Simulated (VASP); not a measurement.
# Te2Mo in VASP: a series of runs

The runs below take Te2Mo through single point, with PBE+D3(BJ).

Program: VASP 6.6.1. These are calculated values, not measurements. Logs are shortened: lines on timing, memory, paths and dates and some standing lists are left out, and cuts for length are marked.

## (1) The cell of the first run

The cell holds a slab with vacuum, 6 atoms: a = 3.504 Å, b = 3.504 Å, c = 24.768 Å, α = 90.00°, β = 90.00°, γ = 120.00°.

## (2) Single point, PBE+D3(BJ)

Contents of INCAR:

```
PREC = Accurate
ENCUT = 520
EDIFF = 1E-6
ISMEAR = 0
SIGMA = 0.05
LREAL = F
LASPH = T
NELM = 60
ALGO = Normal
ISIF = 2
LWAVE = F
LCHARG = F
LDIPOL = T
IDIPOL = 3
DIPOL = 0.5 0.5 0.399
GGA = PE
IVDW = 12
NBANDS = 35
```

Contents of KPOINTS:

```
regular mesh
0
Gamma
  9 9 1
```

Contents of POSCAR:

```
Te2Mo
1.0
    3.5038817003      0.0000000000      0.0000000000
   -1.7519408501      3.0344505643      0.0000000000
    0.0000000000      0.0000000000     24.7677199090
Te Mo
4 2
Direct
    0.3333333333      0.6666666667      0.1816881011
    0.3333333333      0.6666666667      0.3284056823
    0.3333333333      0.6666666667      0.4689111471
    0.3333333333      0.6666666667      0.6156287282
    0.6666666667      0.3333333333      0.2550468917
    0.0000000000      1.0000000000      0.5422699377
```

Potentials or basis: VASP PAW PBE potentials, release 64 (Te, Mo_sv).

Started as:

```sh
$ cat potpaw_PBE.64/Te/POTCAR potpaw_PBE.64/Mo_sv/POTCAR > POTCAR
$ mpirun -np 1 vasp_std > vasp.out
```

OUTCAR:

```text
PREC = Accurate
   ENCUT = 520
   EDIFF = 1E-6
   ISMEAR = 0
   LREAL = F
   LASPH = T
   NELM = 60
   ISIF = 2
   GGA = PE
   IVDW = 12
 IVDW          = 12

 ion  position               nearest neighbor table
   1  0.333  0.667  0.182-   5 2.72   5 2.72   5 2.72   2 3.63
   2  0.333  0.667  0.328-   5 2.72   5 2.72   5 2.72   3 3.48   1 3.63
   3  0.333  0.667  0.469-   6 2.72   6 2.72   6 2.72   2 3.48   4 3.63
   4  0.333  0.667  0.616-   6 2.72   6 2.72   6 2.72   3 3.63
   5  0.667  0.333  0.255-   1 2.72   2 2.72   1 2.72   2 2.72   1 2.72   2 2.72
   6  0.000  0.000  0.542-   4 2.72   4 2.72   4 2.72   3 2.72   3 2.72   3 2.72

  LATTYP: Found a hexagonal cell.
 ALAT       =     3.5038817003
 C/A-ratio  =     7.0686518631

  Lattice vectors:

 A1 = (   3.5038817003,   0.0000000000,   0.0000000000)
 A2 = (  -1.7519408501,   3.0344505643,   0.0000000000)
 A3 = (   0.0000000000,   0.0000000000,  24.7677199090)

Analysis of symmetry for initial positions (statically):
=====================================================================
 Subroutine PRICEL returns:
 Original cell was already a primitive cell.

 Routine SETGRP: Setting up the symmetry group for a
 hexagonal supercell.

 Subroutine GETGRP returns: Found 12 space group operations
 (whereof  6 operations were pure point group operations)
 out of a pool of 24 trial point group operations.

The static configuration has the point symmetry C_3v.
 The point group associated with its full space group is D_3d.

Analysis of symmetry for dynamics (positions and initial velocities):
=====================================================================
 Subroutine PRICEL returns:
 Original cell was already a primitive cell.

 Routine SETGRP: Setting up the symmetry group for a
 hexagonal supercell.

 Subroutine GETGRP returns: Found 12 space group operations
 (whereof  6 operations were pure point group operations)
 out of a pool of 24 trial point group operations.

The dynamic configuration has the point symmetry C_3v.
 The point group associated with its full space group is D_3d.

 Subroutine INISYM returns: Found 12 space group operations
 (whereof  6 operations are pure point group operations),
 and found     1 'primitive' translations

----------------------------------------------------------------------------------------

                                     Primitive cell

  volume of cell :     263.3392

  direct lattice vectors                    reciprocal lattice vectors
     3.503881700  0.000000000  0.000000000     0.285397763  0.164774475  0.000000000
    -1.751940850  3.034450564  0.000000000     0.000000000  0.329548951  0.000000000
     0.000000000  0.000000000 24.767719909     0.000000000  0.000000000  0.040375134

  length of vectors
     3.503881700  3.503881700 24.767719909     0.329548951  0.329548951  0.040375134

  position of ions in fractional coordinates (direct lattice)
     0.333333333  0.666666667  0.181688101
     0.333333333  0.666666667  0.328405682
     0.333333333  0.666666667  0.468911147
     0.333333333  0.666666667  0.615628728
     0.666666667  0.333333333  0.255046892
     0.000000000  0.000000000  0.542269938

  ion indices of the primitive-cell ions
   primitive index   ion index
                 1           1
                 2           2
                 3           3
                 4           4
                 5           5
                 6           6

----------------------------------------------------------------------------------------

 KPOINTS: regular mesh

Automatic generation of k-mesh.
 Grid dimensions read from file:
 generate k-points for:    9    9    1

 Generating k-lattice:

  Cartesian coordinates                     Fractional coordinates (reciprocal lattice)
     0.031710863  0.018308275  0.000000000     0.111111111  0.000000000  0.000000000
     0.000000000  0.036616550  0.000000000     0.000000000  0.111111111  0.000000000
     0.000000000  0.000000000  0.040375134     0.000000000  0.000000000  1.000000000

  Length of vectors
     0.036616550  0.036616550  0.040375134

  Shift w.r.t. Gamma in fractional coordinates (k-lattice)
     0.000000000  0.000000000  0.000000000

 Subroutine IBZKPT returns following result:
 ===========================================

 Found     12 irreducible k-points:

 Following reciprocal coordinates:
            Coordinates               Weight
  0.000000  0.000000  0.000000      1.000000
  0.111111  0.000000  0.000000      6.000000
  0.222222 -0.000000  0.000000      6.000000
  0.333333  0.000000  0.000000      6.000000
  0.444444 -0.000000  0.000000      6.000000
  0.111111  0.111111  0.000000      6.000000
  0.222222  0.111111  0.000000     12.000000
  0.333333  0.111111  0.000000     12.000000
  0.444444  0.111111  0.000000      6.000000
  0.222222  0.222222  0.000000      6.000000
  0.333333  0.222222  0.000000     12.000000
  0.333333  0.333333  0.000000      2.000000
   k-points           NKPTS =     12   k-points in BZ     NKDIM =     12   number of bands    NBANDS=     35
   number of dos      NEDOS =    301   number of ions     NIONS =      6
   total plane-waves  NPLWV = 150528
   dimension x,y,z NGX =    28 NGY =   28 NGZ =  192
   dimension x,y,z NGXF=    56 NGYF=   56 NGZF=  384
   ions per type =               4   2
   NGX,Y,Z   is equivalent  to a cutoff of  13.28, 13.28, 12.89 a.u.
   NGXF,Y,Z  is equivalent  to a cutoff of  26.57, 26.57, 25.77 a.u.
 SYSTEM =  unknown system
   PREC   = accura    normal or accurate (medium, high low for compatibility)
   ISTART =      0    job   : 0-new  1-cont  2-samecut
   ICHARG =      2    charge: 1-file 2-atom 10-const
   ISPIN  =      1    spin polarized calculation?
   LNONCOLLINEAR =      F non collinear calculations
   LSORBIT =      F    spin-orbit coupling
   LASPH  =      T    aspherical Exc in radial PAW
   ENCUT  =  520.0 eV  38.22 Ry    6.18 a.u.   6.51  6.51 46.05*2*pi/ulx,y,z
   NELM   =     60;   NELMIN=  2; NELMDL= -5     # of ELM steps
   EDIFF  = 0.1E-05   stopping-criterion for ELM
   LREAL  =      F    real-space projection
   EDIFFG = 0.1E-04   stopping-criterion for IOM
   NSW    =      0    number of steps for IOM
   IBRION =     -1    ionic relax: 0-MD 1-quasi-New 2-CG
   NFREE  =      0    steps in history (QN), initial steepest desc. (CG)
   ISIF   =      2    stress and relaxation
   ISYM   =      2    0-nonsym 1-usesym 2-fastsym
   POTIM  = 0.5000    time-step for ionic-motion
   TEBEG  =    0.0;   TEEND  =   0.0 temperature during run
   PSTRESS=    0.0 pullay stress
   NELECT =      52.0000    total number of electrons
   NUPDOWN=      -1.0000    fix difference up-down
   EMIN   =  10.00;   EMAX   =-10.00  energy-range for DOS
   EFERMI =   0.00;   METHOD = LEGACY
   ISMEAR =     0;   SIGMA  =   0.05  broadening in eV -4-tet -1-fermi 0-gaus
   EFERMI_NEDOS =   21; number of points for ismear=-14 and -15
   IALGO  =     38    algorithm
   IMIX   =      4    mixing-type and parameters
     AMIX     =   0.40;   BMIX     =  1.00
     AMIX_MAG =   1.60;   BMIX_MAG =  1.00
  volume/ion in A,a.u.               =      43.89       296.18
  Fermi-wavevector in a.u.,A,eV,Ry     =   0.953317  1.801508 12.365161  0.908814
  Thomas-Fermi vector in A             =   2.081961
   LORBIT       =      0    0 simple, 1 ext, 2 COOP (PROOUT), +10 PAW based schemes
   GGA     = PE    functional components
   LHFCALC =     F    Hartree Fock is set to
   AEXX    =    0.0000 exact exchange contribution
   IVDW    =    12    specifies the selected vdW correction
   LEPSILON=     F    determine dielectric tensor
   LRPA    =     F    only Hartree local field effects (RPA)
 non-spin polarized calculation
 Gauss-broadening in eV      SIGMA  =   0.05
  energy-cutoff  :      520.00
  volume of cell :      263.34
 maximum number of plane-waves:      7173
 NGX is ok and might be reduce to    28
   NGX = 13   NGY = 13   NGZ = 93

 dipolmoment           0.000000      0.000000     -0.000000 electrons x Angstroem

 number of electron      51.9999997 magnetization

 dipolmoment           0.000000      0.000000      0.000000 electrons x Angstroem

 Free energy of the ion-electron system (eV)
  ---------------------------------------------------
  ext. energy  EPLUGINS =         0.00000000
  ---------------------------------------------------
  free energy    TOTEN  =       -35.79200662 eV

  energy without entropy =      -35.79200662  energy(sigma->0) =      -35.79200662

 E-fermi :   2.8819     XC(G=0):  -6.3837

 val. band max:        2.5447892102   @ k =   0.1111   0.0000   0.0000
 cond. band min:       3.5614885473   @ k =   0.2222   0.2222   0.0000
 fundamental gap:      1.0166993370
 Fermi energy:         2.8819368918

 k-point     1 :       0.0000    0.0000    0.0000
  band No.  band energies     occupation
      1     -58.1688      2.00000
      2     -58.1688      2.00000
      3     -32.3507      2.00000
      4     -32.3507      2.00000
      5     -32.2001      2.00000
      6     -32.2001      2.00000
[... 27 lines left out ...]
     34       6.0458      0.00000
     35       6.6769      0.00000

 k-point     2 :       0.1111    0.0000    0.0000
  band No.  band energies     occupation
      1     -58.1676      2.00000
      2     -58.1676      2.00000
      3     -32.3472      2.00000
      4     -32.3472      2.00000
      5     -32.2160      2.00000
      6     -32.2160      2.00000
[... 27 lines left out ...]
     34       5.8994      0.00000
     35       6.9132      0.00000
[... 340 lines left out ...]
     34       6.6697      0.00000
     35       6.8607      0.00000

 k-point    12 :       0.3333    0.3333    0.0000
  band No.  band energies     occupation
      1     -58.1572      2.00000
      2     -58.1572      2.00000
      3     -32.3172      2.00000
      4     -32.3171      2.00000
      5     -32.3021      2.00000
      6     -32.3021      2.00000
[... 27 lines left out ...]
     34       7.0531      0.00000
     35       7.1133      0.00000

------------------------ aborting loop because EDIFF is reached ----------------------------------------

 vacuum level on the upper side and lower side of the slab       (xc-potential included)        -0.136        -0.136

 Edisp (eV)   -2.78761

 E8    (eV) :    -1.3184

  FORCE on cell =-STRESS in cart. coord.  units (eV):
  Direction    XX          YY          ZZ          XY          YZ          ZX
  --------------------------------------------------------------------------------------
  -------------------------------------------------------------------------------------
  Total      -0.12041    -0.12041     1.79120    -0.00000     0.00000    -0.00000
  in kB      -0.73260    -0.73260    10.89784    -0.00000     0.00000    -0.00000
  external pressure =        3.14 kB  Pullay stress =        0.00 kB

 VOLUME and BASIS-vectors are now :
 -----------------------------------------------------------------------------
  energy-cutoff  :      520.00
  volume of cell :      263.34
      direct lattice vectors                 reciprocal lattice vectors
     3.503881700  0.000000000  0.000000000     0.285397763  0.164774475  0.000000000
    -1.751940850  3.034450564  0.000000000     0.000000000  0.329548951  0.000000000
     0.000000000  0.000000000 24.767719909     0.000000000  0.000000000  0.040375134

 POSITION                                       TOTAL-FORCE (eV/Angst)
 -----------------------------------------------------------------------------------
     -0.00000      2.02297      4.50000        -0.000000      0.000000      0.010418
     -0.00000      2.02297      8.13386         0.000000      0.000000     -0.377548
     -0.00000      2.02297     11.61386        -0.000000     -0.000000      0.377548
     -0.00000      2.02297     15.24772         0.000000     -0.000000     -0.010418
      1.75194      1.01148      6.31693         0.000000     -0.000000     -0.090592
      0.00000      0.00000     13.43079        -0.000000      0.000000      0.090592
 -----------------------------------------------------------------------------------
    total drift:                               -0.000000      0.000000      0.000041

  FREE ENERGIE OF THE ION-ELECTRON SYSTEM (eV)
  ---------------------------------------------------
  free  energy   TOTEN  =       -38.5796214143 eV

  energy  without entropy=      -38.5796214143  energy(sigma->0) =      -38.57962141

 vacuum level on the upper side and lower side of the slab         7.216         7.216
```

Wall time 3.5 min (1 thread of Intel Xeon 6975P-C (Granite Rapids), shared host); peak memory 0.43 GiB.

What came out:

```yaml
Free_energy: -38.5796 eV
Largest_force: 0.378 eV/Å
Band_gap_on_the_k_mesh: 1.02 eV, indirect (least direct gap 1.19 eV)
Dispersion_energy_per_atom: -0.465 eV
```

Forces in eV/Å, atoms in the order of the input:
```
Te   0.000  0.000  0.010
Te   0.000  0.000 -0.378
Te   0.000  0.000  0.378
Te   0.000  0.000 -0.010
Mo   0.000  0.000 -0.091
Mo   0.000  0.000  0.091
```

Caveat: spin-orbit coupling is left out, which moves the levels of the heavy elements.

## (3) Single point, PBE+D3(BJ)

Contents of INCAR:

```
SYSTEM = Te2Mo
ALGO     = Normal         ! electronic algorithm
DIPOL    = 0.5 0.5 0.399
EDIFF    = 1E-6           ! SCF threshold, eV
ENCUT    = 520            ! plane-wave cutoff, eV
GGA      = PE             ! functional
IDIPOL   = 3            
ISIF     = 2              ! what is computed and relaxed
ISMEAR   = 0              ! smearing method
IVDW     = 12             ! dispersion correction
LASPH    = .True.         ! aspherical terms in the spheres
LCHARG   = .True.         ! write CHGCAR
LDIPOL   = .True.       
LELF     = .True.         ! ELF
LREAL    = .False.        ! projectors in reciprocal space
LVACPOTAV= .True.       
LVHAR    = .True.       
LWAVE    = .False.        ! write WAVECAR
NBANDS   = 35             ! bands
NELM     = 100            ! most SCF steps
PREC     = Accurate       ! precision mode
SIGMA    = 0.05           ! smearing width, eV
```

Contents of KPOINTS:

```
k-points
0
Gamma
  9 9 1
  0 0 0
```

Contents of POSCAR:

```
Te2Mo
1.0
    3.5038817003      0.0000000000      0.0000000000
   -1.7519408501      3.0344505643      0.0000000000
    0.0000000000      0.0000000000     24.7677199090
Te Mo
4 2
Direct
    0.3333333333      0.6666666667      0.1816881011
    0.3333333333      0.6666666667      0.3284056823
    0.6666666667      1.3333333333      0.4689111471
    0.6666666667      1.3333333333      0.6156287282
    0.6666666667      0.3333333333      0.2550468917
    0.3333333333      1.6666666667      0.5422699377
```

Potentials or basis: VASP PAW PBE potentials, release 64 (Te, Mo_sv).

Started as:

```sh
$ cat potpaw_PBE.64/Te/POTCAR potpaw_PBE.64/Mo_sv/POTCAR > POTCAR
$ mpirun -np 1 vasp_std > vasp.out
```

Wall time 3.8 min (1 thread of Intel Xeon 6975P-C (Granite Rapids), shared host); peak memory 0.43 GiB.

It converged, with:

```yaml
Free_energy: -38.7997 eV
Largest_force: 0.109 eV/Å
Band_gap_on_the_k_mesh: 1.07 eV, indirect (least direct gap 1.15 eV)
Dispersion_energy_per_atom: -0.465 eV
```

Forces in eV/Å, atoms in the order of the input:
```
Te   0.000  0.000  0.005
Te   0.000  0.000  0.109
Te   0.000  0.000 -0.109
Te   0.000  0.000 -0.005
Mo   0.000  0.000  0.006
Mo   0.000  0.000 -0.006
```

Levels at points of the mesh, in eV from the valence-band top:
```tsv
k point	band 23	band 24	band 25	band 26	band 27	band 28	band 29	band 30
(0.00, 0.00, 0.00)	-0.86	-0.86	-0.75	-0.09	3.11	3.11	3.18	3.18
```

Caveat: spin-orbit coupling is left out, which moves the levels of the heavy elements.

## (4) Single point, PBE+D3(BJ)

Contents of INCAR:

```
PREC = Accurate
ENCUT = 520
EDIFF = 1E-6
ISMEAR = 0
SIGMA = 0.05
LREAL = False
LASPH = True
NELM = 80
ALGO = Normal
ISIF = 2
LWAVE = False
LCHARG = False
LDIPOL = True
IDIPOL = 3
DIPOL = 0.5 0.5 0.399
GGA = PE
IVDW = 12
NBANDS = 35
```

Contents of KPOINTS:

```
regular mesh
0
Gamma
  9 9 1
```

Contents of POSCAR:

```
Te2Mo
1.0
    3.5038817003      0.0000000000      0.0000000000
   -1.7519408501      3.0344505643      0.0000000000
    0.0000000000      0.0000000000     24.7677199090
Te Mo
4 2
Direct
    0.3333333333      0.6666666667      0.1816881011
    0.3333333333      0.6666666667      0.3284056823
    1.0000000000      1.0000000000      0.4689111471
    1.0000000000      1.0000000000      0.6156287282
    0.6666666667      0.3333333333      0.2550468917
    0.6666666667      1.3333333333      0.5422699377
```

Started as:

```sh
$ cat potpaw_PBE.64/Te/POTCAR potpaw_PBE.64/Mo_sv/POTCAR > POTCAR
$ mpirun -np 1 vasp_std > vasp.out
```

Wall time 4.2 min (1 thread of Intel Xeon 6975P-C (Granite Rapids), shared host); peak memory 0.42 GiB.

It converged, with:

```yaml
Free_energy: -38.7540 eV
Largest_force: 0.037 eV/Å
Band_gap_on_the_k_mesh: 1.12 eV, indirect (least direct gap 1.16 eV)
Dispersion_energy_per_atom: -0.465 eV
```

Forces in eV/Å, atoms in the order of the input:
```
Te   0.000  0.000 -0.010
Te   0.000  0.000  0.011
Te   0.000  0.000 -0.011
Te   0.000  0.000  0.010
Mo   0.000  0.000  0.037
Mo   0.000  0.000 -0.037
```

Levels at points of the mesh, in eV from the valence-band top:
| k point | band 22 | band 23 | band 24 | band 25 | band 26 | band 27 | band 28 | band 29 | band 30 | band 31 |
| --- | --- | --- | --- | --- | --- | --- | --- | --- | --- | --- |
| (0.00, 0.00, 0.00) | -0.83 | -0.83 | -0.83 | -0.72 | -0.05 | 3.12 | 3.12 | 3.23 | 3.23 | 3.44 |

Caveat: spin-orbit coupling is left out, which moves the levels of the heavy elements.
